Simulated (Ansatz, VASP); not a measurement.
## Fe3I: VASP beside Ansatz

```
Fe I
1.0
     3.92154    0.00000    0.00000
     0.00000    3.92154    0.00000
     0.00000    0.00000    3.92154
Fe I
3 1
Direct
  0.00000 0.50000 0.50000
  0.50000 0.00000 0.50000
  0.50000 0.50000 0.00000
  0.00000 0.00000 0.00000
```

Alike in both runs: functional PBE; k mesh 12 × 12 × 12; occupations gaussian, width 0.1 eV; collinear spin.

Ansatz relaxed the structure, and its values are those at the end. VASP's run is a single point on that final structure, the one shown.

```csv
,VASP,Ansatz
version,VASP 6.6.1,Ansatz 0.2.0
potentials or method,"VASP PAW PBE potentials, release 64 (Fe, I), cutoff 520 eV","scalar-relativistic, plane waves, PAW"
valence electrons in the cell,31,65
```

|  | VASP | Ansatz | Ansatz less VASP |
| --- | --- | --- | --- |
| gap on the k mesh at the Fermi level (eV) | none | none | - |
| pressure (GPa) | -0.2 | 0.0 | +0.17 |
| net moment per atom (μB) | 2.05 | 2.06 | +0.006 |
| size of the moment on the site where the two differ most (μB) | 2.69 | 2.72 | +0.034 |

Site moments also hang on the region over which each program counts them. A gap of «none» marks a metal or a gap that the smearing closes. With one functional, cell and mesh, what is left measures potentials, basis and numerics. VASP's potentials hold 31 valence electrons a cell and Ansatz's 65, so a difference there can come from the potentials and not from the codes.

Neither program's run includes spin-orbit coupling.
